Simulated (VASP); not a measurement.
Write the native input for VASP 6.6.1 that does the following.

```yaml
Task: single point
Functional: LDA
Potentials_or_basis: VASP PAW LDA potentials, release 64 (Mg, Zn, O)
Cutoff: 520 eV
k_mesh: 6 × 6 × 3
Occupations: gaussian, width 0.01 eV
Spin: no spin polarisation
Dipole_correction: no
Further_INCAR_settings: ALGO = Normal; EDIFF = 1e-07; NBANDS = 31
```

The structure of MgZn2O3 lies in POSCAR:

```
MgZn2O3
1.0
    3.0525990000      0.0000000000      0.0000000000
   -1.5263000000      2.6436280000      0.0000000000
    0.0000000000      0.0000000000      7.4520430000
Mg Zn O
1 2 3
Direct
    0.0000000000      0.0000000000      0.0000000000
    0.3333330000      0.6666670000      0.6684160000
    0.6666670000      0.3333330000      0.3315840000
    0.3333330000      0.6666670000      0.1607000000
    0.6666670000      0.3333330000      0.8393000000
    0.0000000000      0.0000000000      0.5000000000
```

The input as run:

INCAR

```
PREC = Accurate ; ENCUT = 520
EDIFF = 1E-7 ; ISMEAR = 0
SIGMA = 0.01 ; LREAL = False
LASPH = True ; NELM = 80
ALGO = Normal ; ISIF = 2
LWAVE = False ; LCHARG = False
NBANDS = 31
```

KPOINTS

```
regular mesh
0
Gamma
  6 6 3
```

Potentials or basis: VASP PAW LDA potentials, release 64 (Mg, Zn, O).

Run with:

```sh
$ cat potpaw_LDA.64/Mg/POTCAR potpaw_LDA.64/Zn/POTCAR potpaw_LDA.64/O/POTCAR > POTCAR
$ mpirun -np 1 vasp_std > vasp.out
```

It gave:

| Item | Value |
| --- | --- |
| Pressure | -13.5 GPa |
| Largest force | 0.118 eV/Å |
| Band gap on the k mesh | 1.67 eV, direct |

It took 13 s on 1 thread of Intel(R) Xeon(R) 6975P-C (Granite Rapids), on a shared host, peak memory 0.17 GiB.
